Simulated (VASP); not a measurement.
Input of a VASP 6.6.1 run:

Contents of INCAR:

```
PREC = Accurate
ENCUT = 520
EDIFF = 1E-7
ISMEAR = 0
SIGMA = 0.1
LREAL = F
LASPH = T
NELM = 100
ALGO = Normal
ISIF = 2
LWAVE = F
LCHARG = T
GGA = PE
LELF = T
LVHAR = T
NBANDS = 8
```

Contents of KPOINTS:

```
regular mesh
0
Gamma
  32 32 32
```

File POSCAR:

```
B
1.0
    0.0000000000      1.4331722050      1.4331722050
    1.4331722050      0.0000000000      1.4331722050
    1.4331722050      1.4331722050      0.0000000000
B
1
Direct
    0.0000000000      0.0000000000      0.0000000000
```

Potentials or basis: VASP PAW PBE potentials, release 64 (B).

Command:

```sh
$ cat potpaw_PBE.64/B/POTCAR > POTCAR
$ mpirun -np 1 vasp_std > vasp.out
```

(1) Estimate the band gap on the k mesh.

(2) What does it give for the pressure?

## Answers

(1) zero (an odd number of electrons rules out a gap without spin polarisation).

(2) 0.0 GPa.

Caveat: an odd number of electrons without spin polarisation forces a metal; a magnetic or distorted state may lie lower.
